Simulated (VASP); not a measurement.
# AlN in VASP: notebook

AlN is run at these levels: PBE; tasks: single point.

Everything below comes from runs of VASP 6.6.1. Logs are shortened: lines on timing, memory, paths and dates and some standing lists are left out, and cuts for length are marked.

## 1. The cell of the first run

The structure is tetragonal, space group I4/mmm (No. 139). The conventional cell has a = 2.920 Å, b = 2.920 Å, c = 4.191 Å, α = 90.00°, β = 90.00°, γ = 90.00°. Within 2.7 Å of Al (site symmetry 4/mmm) lie 6 N at 2.07 to 2.10 Å. N (site symmetry 4/mmm) has 6 Al at 2.07 to 2.10 Å within 2.7 Å.

## 2. Single point, PBE (strain +0.015 along x and y, +0.030 along z)

INCAR reads:

```
SYSTEM = AlN
  ALGO = Normal
  EDIFF = 1E-6
  ENCUT = 520
  GGA = PE
  ISIF = 2
  ISMEAR = 0
  LASPH = .True.
  LCHARG = .False.
  LREAL = .False.
  LWAVE = .False.
  NBANDS = 11
  NELM = 60
  PREC = Accurate
  SIGMA = 0.05
```

KPOINTS reads:

```
k-points
0
Gamma
  10 10 10
  0 0 0
```

POSCAR reads:

```
AlN
1.0
    0.0000000000      2.0650357700      2.0955535400
    2.0650357700      0.0000000000      2.0955535400
    2.0650357700      2.0650357700      0.0000000000
Al N
1 1
Direct
    0.5000000000      0.5000000000      0.5000000000
    0.0000000000      0.0000000000      0.0000000000
```

Potentials or basis: VASP PAW PBE potentials, release 64 (Al, N).

The run is started by

```
cat potpaw_PBE.64/Al/POTCAR potpaw_PBE.64/N/POTCAR > POTCAR
mpirun -np 1 vasp_std > vasp.out
```

OUTCAR:

```text
SYSTEM = AlN
   EDIFF = 1E-6
   ENCUT = 520
   GGA = PE
   ISIF = 2
   ISMEAR = 0
   LASPH = .True.
   LREAL = .False.
   NELM = 60
   PREC = Accurate

 ion  position               nearest neighbor table
   1  0.500  0.500  0.500-   2 2.07   2 2.07   2 2.07   2 2.07   2 2.10   2 2.10
   2  0.000  0.000  0.000-   1 2.07   1 2.07   1 2.07   1 2.07   1 2.10   1 2.10

  LATTYP: Found a body centered tetragonal cell.
 ALAT       =     2.9204015927
 C/A-ratio  =     1.4351132702

  Lattice vectors:

 A1 = (  -2.0650357700,   0.0000000000,   2.0955535400)
 A2 = (   2.0650357700,   0.0000000000,   2.0955535400)
 A3 = (   0.0000000000,   2.0650357700,  -2.0955535400)

Analysis of symmetry for initial positions (statically):
=====================================================================
 Subroutine PRICEL returns:
 Original cell was already a primitive cell.

 Routine SETGRP: Setting up the symmetry group for a
 body centered tetragonal supercell.

 Subroutine GETGRP returns: Found 16 space group operations
 (whereof 16 operations were pure point group operations)
 out of a pool of 16 trial point group operations.

The static configuration has the point symmetry D_4h.

Analysis of symmetry for dynamics (positions and initial velocities):
=====================================================================
 Subroutine PRICEL returns:
 Original cell was already a primitive cell.

 Routine SETGRP: Setting up the symmetry group for a
 body centered tetragonal supercell.

 Subroutine GETGRP returns: Found 16 space group operations
 (whereof 16 operations were pure point group operations)
 out of a pool of 16 trial point group operations.

The dynamic configuration has the point symmetry D_4h.

 Subroutine INISYM returns: Found 16 space group operations
 (whereof 16 operations are pure point group operations),
 and found     1 'primitive' translations

----------------------------------------------------------------------------------------

                                     Primitive cell

  volume of cell :      17.8724

  direct lattice vectors                    reciprocal lattice vectors
     0.000000000  2.065035770  2.095553540    -0.242126556  0.242126556  0.238600442
     2.065035770  0.000000000  2.095553540     0.242126556 -0.242126556  0.238600442
     2.065035770  2.065035770  0.000000000     0.242126556  0.242126556 -0.238600442

  length of vectors
     2.942060056  2.942060056  2.920401593     0.417349625  0.417349625  0.417349625

  position of ions in fractional coordinates (direct lattice)
     0.500000000  0.500000000  0.500000000
     0.000000000  0.000000000  0.000000000

  ion indices of the primitive-cell ions
   primitive index   ion index
                 1           1
                 2           2

----------------------------------------------------------------------------------------

 KPOINTS: k-points

Automatic generation of k-mesh.
 Grid dimensions read from file:
 generate k-points for:   10   10   10

 Generating k-lattice:

  Cartesian coordinates                     Fractional coordinates (reciprocal lattice)
    -0.024212656  0.024212656  0.023860044     0.100000000 -0.000000000  0.000000000
     0.024212656 -0.024212656  0.023860044    -0.000000000  0.100000000  0.000000000
     0.024212656  0.024212656 -0.023860044     0.000000000  0.000000000  0.100000000

  Length of vectors
     0.041734962  0.041734962  0.041734962

  Shift w.r.t. Gamma in fractional coordinates (k-lattice)
     0.000000000  0.000000000  0.000000000

 Subroutine IBZKPT returns following result:
 ===========================================

 Found    102 irreducible k-points:

 Following reciprocal coordinates:
            Coordinates               Weight
  0.000000  0.000000  0.000000      1.000000
  0.100000  0.000000  0.000000      8.000000
  0.200000  0.000000  0.000000      8.000000
  0.300000  0.000000  0.000000      8.000000
  0.400000  0.000000  0.000000      8.000000
  0.500000  0.000000  0.000000      4.000000
[... 16 lines left out ...]
  0.300000  0.300000  0.000000      2.000000
  0.400000  0.300000  0.000000      8.000000
 [... further k-points ...]
   k-points           NKPTS =    102   k-points in BZ     NKDIM =    102   number of bands    NBANDS=     11
   number of dos      NEDOS =    301   number of ions     NIONS =      2
   total plane-waves  NPLWV =  13824
   dimension x,y,z NGX =    24 NGY =   24 NGZ =   24
   dimension x,y,z NGXF=    48 NGYF=   48 NGZF=   48
   ions per type =               1   1
   NGX,Y,Z   is equivalent  to a cutoff of  13.56, 13.56, 13.66 a.u.
   NGXF,Y,Z  is equivalent  to a cutoff of  27.12, 27.12, 27.32 a.u.
 SYSTEM =  AlN
   PREC   = accura    normal or accurate (medium, high low for compatibility)
   ISTART =      0    job   : 0-new  1-cont  2-samecut
   ICHARG =      2    charge: 1-file 2-atom 10-const
   ISPIN  =      1    spin polarized calculation?
   LNONCOLLINEAR =      F non collinear calculations
   LSORBIT =      F    spin-orbit coupling
   LASPH  =      T    aspherical Exc in radial PAW
   ENCUT  =  520.0 eV  38.22 Ry    6.18 a.u.   5.47  5.47  5.43*2*pi/ulx,y,z
   NELM   =     60;   NELMIN=  2; NELMDL= -5     # of ELM steps
   EDIFF  = 0.1E-05   stopping-criterion for ELM
   LREAL  =      F    real-space projection
   EDIFFG = 0.1E-04   stopping-criterion for IOM
   NSW    =      0    number of steps for IOM
   IBRION =     -1    ionic relax: 0-MD 1-quasi-New 2-CG
   NFREE  =      0    steps in history (QN), initial steepest desc. (CG)
   ISIF   =      2    stress and relaxation
   ISYM   =      2    0-nonsym 1-usesym 2-fastsym
   POTIM  = 0.5000    time-step for ionic-motion
   TEBEG  =    0.0;   TEEND  =   0.0 temperature during run
   PSTRESS=    0.0 pullay stress
   NELECT =       8.0000    total number of electrons
   NUPDOWN=      -1.0000    fix difference up-down
   EMIN   =  10.00;   EMAX   =-10.00  energy-range for DOS
   EFERMI =   0.00;   METHOD = LEGACY
   ISMEAR =     0;   SIGMA  =   0.05  broadening in eV -4-tet -1-fermi 0-gaus
   EFERMI_NEDOS =   21; number of points for ismear=-14 and -15
   IALGO  =     38    algorithm
   IMIX   =      4    mixing-type and parameters
     AMIX     =   0.40;   BMIX     =  1.00
     AMIX_MAG =   1.60;   BMIX_MAG =  1.00
  volume/ion in A,a.u.               =       8.94        60.30
  Fermi-wavevector in a.u.,A,eV,Ry     =   1.252305  2.366514 21.337586  1.568268
  Thomas-Fermi vector in A             =   2.386212
   LORBIT       =      0    0 simple, 1 ext, 2 COOP (PROOUT), +10 PAW based schemes
   GGA     = PE    functional components
   LHFCALC =     F    Hartree Fock is set to
   AEXX    =    0.0000 exact exchange contribution
   IVDW    =     0    specifies the selected vdW correction
   LEPSILON=     F    determine dielectric tensor
   LRPA    =     F    only Hartree local field effects (RPA)
 non-spin polarized calculation
 Gauss-broadening in eV      SIGMA  =   0.05
  energy-cutoff  :      520.00
  volume of cell :       17.87
 maximum number of plane-waves:       515
 NGX is ok and might be reduce to    24
   NGX = 11   NGY = 11   NGZ = 11

 number of electron       8.0000002 magnetization

 Free energy of the ion-electron system (eV)
  ---------------------------------------------------
  ext. energy  EPLUGINS =         0.00000000
  ---------------------------------------------------
  free energy    TOTEN  =       -14.50053583 eV

  energy without entropy =      -14.50053583  energy(sigma->0) =      -14.50053583

 E-fermi :   9.2953     XC(G=0): -11.9233

 val. band max:        9.0489742550   @ k =   0.0000   0.0000   0.0000
 cond. band min:      12.8154074444   @ k =   0.5000   0.0000   0.5000
 fundamental gap:      3.7664331894
 Fermi energy:         9.2952524954

 k-point     1 :       0.0000    0.0000    0.0000
  band No.  band energies     occupation
      1      -7.8848      2.00000
      2       8.9430      2.00000
      3       8.9430      2.00000
      4       9.0490      2.00000
      5      13.5681      0.00000
      6      20.7674      0.00000
      7      20.9541      0.00000
      8      20.9541      0.00000
      9      25.8266      0.00000
     10      25.9720      0.00000
     11      26.1388      0.00000

 k-point     2 :       0.1000    0.0000    0.0000
  band No.  band energies     occupation
      1      -7.6946      2.00000
      2       7.9554      2.00000
      3       8.8444      2.00000
      4       8.9030      2.00000
      5      14.2526      0.00000
      6      19.9767      0.00000
      7      21.0748      0.00000
      8      21.2163      0.00000
      9      24.2072      0.00000
     10      24.5782      0.00000
     11      26.1448      0.00000

 k-point     3 :       0.2000    0.0000    0.0000
  band No.  band energies     occupation
      1      -7.1435      2.00000
      2       5.9069      2.00000
      3       8.6035      2.00000
      4       8.6260      2.00000
      5      15.0746      0.00000
      6      19.2826      0.00000
      7      20.9908      0.00000
      8      21.2643      0.00000
      9      23.8734      0.00000
     10      24.0249      0.00000
     11      25.4438      0.00000
[... 267 lines left out ...]
 k-point    23 :       0.3000    0.3000    0.0000
  band No.  band energies     occupation
      1      -5.8550      2.00000
      2       4.3764      2.00000
      3       7.1489      2.00000
      4       7.1489      2.00000
      5      15.0533      0.00000
      6      15.7863      0.00000
      7      19.7391      0.00000
      8      23.8088      0.00000
      9      23.8088      0.00000
     10      28.9391      0.00000
     11      31.8830      0.00000

 k-point    24 :       0.4000    0.3000    0.0000
  band No.  band energies     occupation
      1      -5.1822      2.00000
      2       3.4392      2.00000
      3       6.4111      2.00000
      4       6.9203      2.00000
      5      14.5382      0.00000
      6      15.8490      0.00000
      7      20.2199      0.00000
      8      23.7402      0.00000
      9      24.3858      0.00000
     10      30.0401      0.00000
     11      32.5429      0.00000

 [... further k-points ...]

------------------------ aborting loop because EDIFF is reached ----------------------------------------

  FORCE on cell =-STRESS in cart. coord.  units (eV):
  Direction    XX          YY          ZZ          XY          YZ          ZX
  --------------------------------------------------------------------------------------
  -------------------------------------------------------------------------------------
  Total       -1.3813694     -1.3813694     -1.6467460      0.0000000     -0.0000000      0.0000000
  in kB     -123.8330302   -123.8330302   -147.6227465      0.0000000     -0.0000000      0.0000000
  external PRESSURE =    -131.7629356 kB  Pullay stress =       0.0000000 kB

 VOLUME and BASIS-vectors are now :
 -----------------------------------------------------------------------------
  energy-cutoff  :      520.00
  volume of cell :       17.87
      direct lattice vectors                 reciprocal lattice vectors
     0.000000000  2.065035770  2.095553540    -0.242126556  0.242126556  0.238600442
     2.065035770  0.000000000  2.095553540     0.242126556 -0.242126556  0.238600442
     2.065035770  2.065035770  0.000000000     0.242126556  0.242126556 -0.238600442

 POSITION                                       TOTAL-FORCE (eV/Angst)
 -----------------------------------------------------------------------------------
      2.06504      2.06504      2.09555         0.000000      0.000000     -0.000000
      0.00000      0.00000      0.00000         0.000000      0.000000      0.000000
 -----------------------------------------------------------------------------------
    total drift:                                0.000000     -0.000000     -0.000000

  FREE ENERGIE OF THE ION-ELECTRON SYSTEM (eV)
  ---------------------------------------------------
  free  energy   TOTEN  =       -14.5005358257 eV

  energy  without entropy=      -14.5005358257  energy(sigma->0) =      -14.50053583
```

It took 7.6 s on 1 thread of Intel Xeon 6975P-C (Granite Rapids), shared host; peak memory 0.14 GiB.

Results:

| Item | Value |
| --- | --- |
| Free energy | -14.5005 eV |
| Pressure | -13.2 GPa |
| Band gap on the k mesh | 3.77 eV, indirect (least direct gap 4.52 eV) |

Stress tensor (GPa, compression positive):
```
-12.38   0.00   0.00
  0.00 -12.38   0.00
  0.00   0.00 -14.76
```

Levels at points of the mesh, in eV from the valence-band top:
```tsv
k point	band 1	band 2	band 3	band 4	band 5	band 6	band 7	band 8
(0.00, 0.00, 0.00)	-16.93	-0.11	-0.11	0.00	4.52	11.72	11.91	11.91
(0.50, 0.00, 0.00)	-13.98	-7.89	-1.04	-0.98	5.57	10.16	10.46	12.06
(0.50, 0.50, 0.00)	-13.18	-6.97	-2.61	-2.61	3.89	5.44	12.92	16.08
(0.50, 0.00, 0.50)	-13.07	-6.92	-2.79	-2.61	3.77	5.31	13.11	15.70
```

Caveat: the cell differs from its parent crystal (strain +0.015 along x and y, +0.030 along z).

## 3. Single point, PBE (strain +0.030 along x and y, +0.015 along z)

INCAR reads:

```
PREC     = Accurate       # precision mode
ENCUT    = 520            # plane-wave cutoff, eV
EDIFF    = 1E-7           # SCF threshold, eV
ISMEAR   = 0              # smearing method
SIGMA    = 0.05           # smearing width, eV
LREAL    = False          # projectors in reciprocal space
LASPH    = True           # aspherical terms in the spheres
NELM     = 60             # most SCF steps
ALGO     = Normal         # electronic algorithm
ISIF     = 2              # what is computed and relaxed
LWAVE    = False          # write WAVECAR
LCHARG   = False          # write CHGCAR
GGA      = PE             # functional
NBANDS   = 11             # bands
```

KPOINTS reads:

```
Automatic mesh
0
Gamma
  10 10 10
```

POSCAR reads:

```
AlN
1.0
    0.0000000000      2.0955535400      2.0650357700
    2.0955535400      0.0000000000      2.0650357700
    2.0955535400      2.0955535400      0.0000000000
Al N
1 1
Direct
    0.5000000000      0.5000000000      0.5000000000
    0.0000000000      0.0000000000      0.0000000000
```

Potentials or basis: VASP PAW PBE potentials, release 64 (Al, N).

The run is started by

```
cat potpaw_PBE.64/Al/POTCAR potpaw_PBE.64/N/POTCAR > POTCAR
mpirun -np 1 vasp_std > vasp.out
```

Run time: 7.3 s. Hardware: 1 thread of Intel Xeon 6975P-C (Granite Rapids), shared host; peak memory 0.14 GiB.

Results (log left out):

* Free energy: -14.4766 eV
* Pressure: -16.0 GPa
* Band gap on the k mesh: 3.63 eV, indirect (least direct gap 4.36 eV)

Stress tensor (GPa, compression positive):
```
-16.72   0.00   0.00
  0.00 -16.72   0.00
  0.00   0.00 -14.48
```

Levels at points of the mesh, in eV from the valence-band top:
```
           k point  band 2  band 3  band 4  band 5  band 6  band 7
(0.00, 0.00, 0.00)   -0.11    0.00    0.00    4.36   11.77   11.77
(0.50, 0.00, 0.00)   -7.77   -0.98   -0.93    5.52   10.08   10.39
(0.50, 0.50, 0.00)   -6.77   -2.66   -2.66    3.63    5.32   13.03
(0.50, 0.00, 0.50)   -6.83   -2.66   -2.48    3.75    5.45   12.84
```

Caveat: the cell differs from its parent crystal (strain +0.030 along x and y, +0.015 along z).

## 4. Single point, PBE (strain -0.030 along x and y, -0.030 along z)

INCAR reads:

```
SYSTEM = AlN
ALGO = Normal
EDIFF = 1E-6
ENCUT = 520
GGA = PE
ISIF = 2
ISMEAR = 0
LASPH = .TRUE.
LCHARG = .FALSE.
LREAL = .FALSE.
LWAVE = .FALSE.
NBANDS = 11
NELM = 100
PREC = Accurate
SIGMA = 0.05
```

KPOINTS reads:

```
k-points
0
G
  10 10 10
  0 0 0
```

POSCAR reads:

```
AlN
1.0
    0.0000000000      1.9734824600      1.9734824600
    1.9734824600      0.0000000000      1.9734824600
    1.9734824600      1.9734824600      0.0000000000
Al N
1 1
Direct
    0.5000000000      0.5000000000      0.5000000000
    0.0000000000      0.0000000000      0.0000000000
```

The run is started by

```
cat potpaw_PBE.64/Al/POTCAR potpaw_PBE.64/N/POTCAR > POTCAR
mpirun -np 1 vasp_std > vasp.out
```

It took 4.3 s on 1 thread of AMD EPYC 9R45 (Zen 5), shared host; peak memory 0.1 GiB.

Results (log left out):

```yaml
Free_energy: -14.4271 eV
Pressure: 27.6 GPa
Band_gap_on_the_k_mesh: 5.17 eV, indirect (least direct gap 6.76 eV)
```

Levels at points of the mesh, in eV from the valence-band top:
| k point | band 1 | band 2 | band 3 | band 4 | band 5 | band 6 | band 7 | band 8 |
| --- | --- | --- | --- | --- | --- | --- | --- | --- |
| (0.00, 0.00, 0.00) | -18.23 | 0.00 | 0.00 | 0.00 | 6.76 | 12.40 | 12.40 | 12.40 |
| (0.50, 0.00, 0.00) | -14.67 | -8.78 | -1.22 | -1.22 | 6.60 | 11.60 | 11.60 | 14.40 |
| (0.50, 0.50, 0.00) | -13.59 | -7.88 | -2.99 | -2.99 | 5.17 | 5.33 | 14.96 | 18.43 |

Caveat: the cell differs from its parent crystal (strain -0.030 along x and y, -0.030 along z). A k mesh can miss the band edges.

## 5. Single point, PBE (strain -0.015 along x and y, -0.015 along z)

INCAR reads:

```
SYSTEM = AlN
ALGO     = Normal         ! electronic algorithm
EDIFF    = 1E-6           ! SCF threshold, eV
ENCUT    = 520            ! plane-wave cutoff, eV
GGA      = PE             ! functional
ISIF     = 2              ! what is computed and relaxed
ISMEAR   = 0              ! smearing method
LASPH    = .TRUE.         ! aspherical terms in the spheres
LCHARG   = .FALSE.        ! write CHGCAR
LREAL    = .FALSE.        ! projectors in reciprocal space
LWAVE    = .FALSE.        ! write WAVECAR
NBANDS   = 11             ! bands
NELM     = 60             ! most SCF steps
PREC     = Accurate       ! precision mode
SIGMA    = 0.05           ! smearing width, eV
```

KPOINTS is that of step 4.

POSCAR reads:

```
AlN
1.0
    0.0000000000      2.0040002300      2.0040002300
    2.0040002300      0.0000000000      2.0040002300
    2.0040002300      2.0040002300      0.0000000000
Al N
1 1
Direct
    0.5000000000      0.5000000000      0.5000000000
    0.0000000000      0.0000000000      0.0000000000
```

The run is started by

```
cat potpaw_PBE.64/Al/POTCAR potpaw_PBE.64/N/POTCAR > POTCAR
mpirun -np 1 vasp_std > vasp.out
```

It took 4 s on 1 thread of AMD EPYC 9R45 (Zen 5), shared host; peak memory 0.1 GiB.

The run converged. Its results:

- Free energy: -14.5172 eV
- Pressure: 12.5 GPa
- Band gap on the k mesh: 4.86 eV, indirect (least direct gap 6.06 eV)

Levels at points of the mesh, in eV from the valence-band top:
```tsv
k point	band 1	band 2	band 3	band 4	band 5	band 6	band 7	band 8
(0.00, 0.00, 0.00)	-17.79	0.00	0.00	0.00	6.06	12.25	12.25	12.25
(0.50, 0.00, 0.00)	-14.43	-8.47	-1.13	-1.13	6.30	11.21	11.21	13.70
(0.50, 0.50, 0.00)	-13.41	-7.56	-2.87	-2.87	4.86	5.26	14.38	17.67
```

Caveat: the cell differs from its parent crystal (strain -0.015 along x and y, -0.015 along z).

## 6. The runs side by side

```csv
cell,gap on the mesh (eV),pressure (GPa)
"a = 2.942, b = 2.942, c = 2.920 Å, angles 60.2, 60.2, 59.5°, 2 atoms",3.77,-13.2
"a = 2.942, b = 2.942, c = 2.964 Å, angles 59.8, 59.8, 60.5°, 2 atoms",3.63,-16.0
"a = 2.791 Å, angles 60.0°, 2 atoms",5.17,27.6
"a = 2.834 Å, angles 60.0°, 2 atoms",4.86,12.5
```

Alike in all rows: task single point; level PBE; potentials or basis VASP PAW PBE potentials, release 64 (Al, N); no spin polarisation; k mesh 10 × 10 × 10; cutoff (eV) 520; smearing gaussian 0.05 eV.

Total energies depend on the potentials used, so only differences within one code and one set of settings carry meaning.
